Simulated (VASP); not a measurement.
# Cu in VASP: a series of runs, part 2 of 2

VASP 6.6.1. The steps go on from the part before.

## (3) Single point, PBEsol

Input file INCAR:

```
SYSTEM = Cu
PREC = Accurate
ENCUT = 520
EDIFF = 1E-6
ISMEAR = 0
SIGMA = 0.1
LREAL = .FALSE.
LASPH = .TRUE.
NELM = 60
ALGO = Fast
ISIF = 2
LWAVE = .FALSE.
LCHARG = .TRUE.
LDIPOL = .TRUE.
IDIPOL = 3
DIPOL = 0.5 0.5 0.500
GGA = PS
LELF = .TRUE.
LVHAR = .TRUE.
LVACPOTAV = .TRUE.
NBANDS = 78
```

Input file KPOINTS:

```
Automatic mesh
0
G
  14 9 1
  0 0 0
```

Input file POSCAR:

```
Cu
1.0
    2.5205910259      0.0000000000      0.0000000000
    0.0000000000      4.1165232698      0.0000000000
    0.0000000000      0.0000000000     27.3697432123
Cu
12
Direct
    0.0000000000      0.2500000000      0.2790729947
    0.0000000000      0.7500000000      0.3262111084
    0.5000000000      0.2500000000      0.3548352372
    0.5000000000      0.7500000000      0.4066484250
    0.0000000000      0.2500000000      0.4341421624
    0.0000000000      0.7500000000      0.4863904250
    0.5000000000      0.2500000000      0.5136095087
    0.5000000000      0.7500000000      0.5658578837
    0.0000000000      0.2500000000      0.5933514846
    0.0000000000      0.7500000000      0.6451648781
    0.5000000000      0.2500000000      0.6737887303
    0.5000000000      0.7500000000      0.7209271619
```

Potentials or basis: VASP PAW PBE potentials, release 64 (Cu).

Command:

```
$ cat potpaw_PBE.64/Cu/POTCAR > POTCAR
$ mpirun -np 1 vasp_std > vasp.out
```

OUTCAR:

```text
SYSTEM = Cu
   PREC = Accurate
   ENCUT = 520
   EDIFF = 1E-6
   ISMEAR = 0
   LREAL = .FALSE.
   LASPH = .TRUE.
   NELM = 60
   ISIF = 2
   GGA = PS

 ion  position               nearest neighbor table
   1  0.000  0.250  0.279-   3 2.43   3 2.43   2 2.43   2 2.43
   2  0.000  0.750  0.326-   1 2.43   1 2.43   4 2.54   4 2.54   3 2.54   3 2.54   3 2.54   3 2.54

   3  0.500  0.250  0.355-   1 2.43   1 2.43   4 2.50   4 2.50   5 2.51   5 2.51   2 2.54   2 2.54
                             2 2.54   2 2.54
   4  0.500  0.750  0.407-   3 2.50   3 2.50   6 2.52   6 2.52   5 2.53   5 2.53   5 2.53   5 2.53
                             2 2.54   2 2.54
   5  0.000  0.250  0.434-   6 2.51   6 2.51   3 2.51   3 2.51   7 2.51   7 2.51   4 2.53   4 2.53
                             4 2.53   4 2.53
   6  0.000  0.750  0.486-   5 2.51   5 2.51   8 2.51   8 2.51   4 2.52   4 2.52   7 2.53   7 2.53
                             7 2.53   7 2.53
   7  0.500  0.250  0.514-   8 2.51   8 2.51   5 2.51   5 2.51   9 2.52   9 2.52   6 2.53   6 2.53
                             6 2.53   6 2.53
   8  0.500  0.750  0.566-   7 2.51   7 2.51  10 2.51  10 2.51   6 2.51   6 2.51   9 2.53   9 2.53
                             9 2.53   9 2.53
   9  0.000  0.250  0.593-  10 2.50  10 2.50   7 2.52   7 2.52   8 2.53   8 2.53   8 2.53   8 2.53
                            11 2.54  11 2.54
  10  0.000  0.750  0.645-  12 2.43  12 2.43   9 2.50   9 2.50   8 2.51   8 2.51  11 2.54  11 2.54
                            11 2.54  11 2.54
  11  0.500  0.250  0.674-  12 2.43  12 2.43   9 2.54   9 2.54  10 2.54  10 2.54  10 2.54  10 2.54

  12  0.500  0.750  0.721-  10 2.43  10 2.43  11 2.43  11 2.43

  LATTYP: Found a simple orthorhombic cell.
 ALAT       =     2.5205910259
 B/A-ratio  =     1.6331579489
 C/A-ratio  =    10.8584625316

  Lattice vectors:

 A1 = (   2.5205910259,   0.0000000000,   0.0000000000)
 A2 = (   0.0000000000,   4.1165232698,   0.0000000000)
 A3 = (   0.0000000000,   0.0000000000,  27.3697432123)

Analysis of symmetry for initial positions (statically):
[... 186 lines left out ...]

 dipolmoment           0.000000      0.000000     -0.000000 electrons x Angstroem

 number of electron     131.9999889 magnetization

 dipolmoment           0.000000      0.000000      0.000103 electrons x Angstroem

 Free energy of the ion-electron system (eV)
  ---------------------------------------------------
  ext. energy  EPLUGINS =         0.00000000
  ---------------------------------------------------
  free energy    TOTEN  =       -48.84393818 eV

  energy without entropy =      -48.82808821  energy(sigma->0) =      -48.83601320

 E-fermi :   1.6321     XC(G=0):  -7.0439

 val. band max:        1.6300868148   @ k =   0.5000   0.0000   0.0000
 cond. band min:       1.6332509476   @ k =   0.1429   0.3333   0.0000
 fundamental gap:      0.0031641328
 Fermi energy:         1.6321134162

 k-point     1 :       0.0000    0.0000    0.0000
  band No.  band energies     occupation
      1      -7.8940      2.00000
      2      -7.2825      2.00000
      3      -6.3174      2.00000
      4      -5.1332      2.00000
      5      -3.9994      2.00000
      6      -3.6031      2.00000
[... 1933 lines left out ...]
     77       7.7529      0.00000
     78       7.7530      0.00000

 [... further k-points ...]

------------------------ aborting loop because EDIFF is reached ----------------------------------------

  FORCE on cell =-STRESS in cart. coord.  units (eV):
  Direction    XX          YY          ZZ          XY          YZ          ZX
  --------------------------------------------------------------------------------------
  -------------------------------------------------------------------------------------
  Total       -1.8054425     -0.4660379      0.5062718      0.0000000      0.0000000      0.0000000
  in kB      -10.1856928     -2.6292274      2.8562133      0.0000000      0.0000000      0.0000000
  external PRESSURE =      -3.3195690 kB  Pullay stress =       0.0000000 kB

 VOLUME and BASIS-vectors are now :
 -----------------------------------------------------------------------------
  energy-cutoff  :      520.00
  volume of cell :      283.99
      direct lattice vectors                 reciprocal lattice vectors
     2.520591026  0.000000000  0.000000000     0.396732350  0.000000000  0.000000000
     0.000000000  4.116523270  0.000000000     0.000000000  0.242923442  0.000000000
     0.000000000  0.000000000 27.369743212     0.000000000  0.000000000  0.036536696

 POSITION                                       TOTAL-FORCE (eV/Angst)
 -----------------------------------------------------------------------------------
      0.00000      1.02913      7.63816         0.000000     -0.000000     -0.039941
      0.00000      3.08739      8.92831        -0.000000      0.000000     -0.012096
      1.26030      1.02913      9.71175        -0.000000      0.000000      0.001439
      1.26030      3.08739     11.12986         0.000000     -0.000000      0.000883
      0.00000      1.02913     11.88236        -0.000000      0.000000     -0.001051
      0.00000      3.08739     13.31238        -0.000000      0.000000      0.000605
      1.26030      1.02913     14.05736        -0.000000      0.000000     -0.000605
      1.26030      3.08739     15.48738         0.000000     -0.000000      0.001051
      0.00000      1.02913     16.23988         0.000000      0.000000     -0.000883
      0.00000      3.08739     17.65800        -0.000000      0.000000     -0.001439
      1.26030      1.02913     18.44142        -0.000000      0.000000      0.012096
      1.26030      3.08739     19.73159         0.000000     -0.000000      0.039941
 -----------------------------------------------------------------------------------
    total drift:                               -0.000000      0.000000      0.021269

  FREE ENERGIE OF THE ION-ELECTRON SYSTEM (eV)
  ---------------------------------------------------
  free  energy   TOTEN  =       -48.8439381835 eV

  energy  without entropy=      -48.8280882130  energy(sigma->0) =      -48.83601320

 vacuum level on the upper side and lower side of the slab         5.838         5.836
```

Run time: 54 min. Hardware: 1 thread of Oxide Virtual Turin-like, shared host; peak memory 0.69 GiB.

What came out:

```yaml
Free_energy: -48.8439 eV
Largest_force: 0.040 eV/Å
Band_gap_on_the_k_mesh: zero (bands 66 and 67 overlap by 3.12 eV)
```

Forces on the atoms (eV/Å):
```
Cu   0.000  0.000 -0.040
Cu   0.000  0.000 -0.012
Cu   0.000  0.000  0.001
Cu   0.000  0.000  0.001
Cu   0.000  0.000 -0.001
Cu   0.000  0.000  0.001
Cu   0.000  0.000 -0.001
Cu   0.000  0.000  0.001
Cu   0.000  0.000 -0.001
Cu   0.000  0.000 -0.001
Cu   0.000  0.000  0.012
Cu   0.000  0.000  0.040
```

Caveat: the PAW data sets were made with another functional, which shifts forces and pressure a little.

The gap in the log of VASP goes by the Fermi energy; the results here count the filled bands.